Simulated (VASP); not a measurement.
A run of VASP 6.6.1 is set up as follows.

Contents of INCAR:

```
SYSTEM = Ti
PREC     = Accurate       ! precision mode
ENCUT    = 520            ! plane-wave cutoff, eV
EDIFF    = 1E-7           ! SCF threshold, eV
ISMEAR   = -1             ! smearing method
SIGMA    = 0.3            ! smearing width, eV
LREAL    = .FALSE.        ! projectors in reciprocal space
LASPH    = .TRUE.         ! aspherical terms in the spheres
NELM     = 80             ! most SCF steps
ALGO     = Normal         ! electronic algorithm
ISIF     = 2              ! what is computed and relaxed
LWAVE    = .FALSE.        ! write WAVECAR
LCHARG   = .FALSE.        ! write CHGCAR
GGA      = PE             ! functional
NBANDS   = 19             ! bands
```

KPOINTS

```
Automatic mesh
0
G
  13 13 7
  0 0 0
```

POSCAR

```
Ti
1.0
    2.8965945625      0.0000000000      0.0000000000
   -1.4482972813      2.5085244745      0.0000000000
    0.0000000000      0.0000000000      4.5952754415
Ti
2
Direct
    0.3333333333      0.6666666667      0.2500000000
    0.6666666667      0.3333333333      0.7500000000
```

Potentials or basis: VASP PAW PBE potentials, release 64 (Ti_sv).

Run with:

```console
$ cat potpaw_PBE.64/Ti_sv/POTCAR > POTCAR
$ mpirun -np 1 vasp_std > vasp.out
```

Q: What does it give for the pressure?

A: 6.8 GPa.

Q: Predict the band gap on the k mesh.

A: Zero (band 12 reaches 9.59 eV, above the bottom of band 13 at 8.45 eV).

Stress tensor (GPa, compression positive):
```
6.39 0.00 0.00
0.00 6.39 0.00
0.00 0.00 7.53
```
